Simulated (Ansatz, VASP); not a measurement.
**WSe2: VASP beside Ansatz**

```
CELL_PARAMETERS angstrom
3.39375 0.00000 0.00000
-1.69687 2.93907 0.00000
0.00000 0.00000 6.51523
ATOMIC_POSITIONS crystal
W 0.00000 0.00000 0.00000
Se 0.33333 0.66667 0.24055
Se 0.33333 0.66667 0.75945
```

Change from the starting cell: strain +e along x and -e along y +0.0000, strain +e along z and -e/2 along x and y -0.0700.

Alike in both runs: task single point; functional PBE; dispersion D3(BJ); k mesh 9 × 9 × 4; occupations gaussian, width 0.05 eV; no spin polarisation.

```csv
,VASP,Ansatz
version,VASP 6.6.1,Ansatz 0.2.0
potentials or method,"VASP PAW PBE potentials, release 64 (W_sv, Se), cutoff 520 eV","scalar-relativistic, plane waves, PAW"
valence electrons in the cell,26,46
```

|  | VASP | Ansatz | Ansatz less VASP |
| --- | --- | --- | --- |
| gap on the k mesh at the Fermi level (eV) | 0.23 | 0.24 | +0.011 |
| least direct gap on the mesh (eV) | 1.09 | 1.09 | +0.004 |
| pressure (GPa) | 2.9 | 2.6 | -0.34 |
| traceless stress, the component that is largest in VASP (GPa) | 10.66 | 10.59 | -0.077 |
| rms of the force components (eV/Å) | 0.615 | 0.589 | -0.0255 |

Atom by atom the forces differ by 0.026 eV/Å (rms over components). VASP's potentials hold 26 valence electrons a cell and Ansatz's 46, so a difference there can come from the potentials and not from the codes.

Spin-orbit coupling is off throughout.
